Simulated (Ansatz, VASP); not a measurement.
# AlIn2 in VASP and in Ansatz

```
Al In
1.0
     0.00000    5.20560    5.18435
     2.70804    0.00000    5.18435
     2.70804    5.20560    0.00000
Al In
2 4
Cartesian
  1.3540 2.6028 2.5922
  4.0621 7.8084 7.7765
  2.7080 6.8115 5.1844
  2.7080 5.2056 8.7650
  2.7080 5.2056 1.6037
  2.7080 3.5997 5.1844
```

Change from the starting cell: the structure that the rattled cell fell into.

Alike in both runs: functional PBE; k mesh 8 × 8 × 8; occupations gaussian, width 0.1 eV; no spin polarisation.

Ansatz relaxed the structure, and its values are those at the end. VASP's run is a single point on that final structure, the one shown.

```csv
,VASP,Ansatz
version,VASP 6.6.1,Ansatz 0.2.0
potentials or method,"VASP PAW PBE potentials, release 64 (Al, In_d), cutoff 520 eV","scalar-relativistic, plane waves, PAW"
valence electrons in the cell,58,58
```

Ansatz gave:

```
gap on the k mesh at the Fermi level (eV) : none
pressure (GPa)                            : 0.0
```

Which values does VASP return?

gap on the k mesh at the Fermi level (eV): none; pressure (GPa): -0.1.

A gap of «none» marks a metal or a gap that the smearing closes.
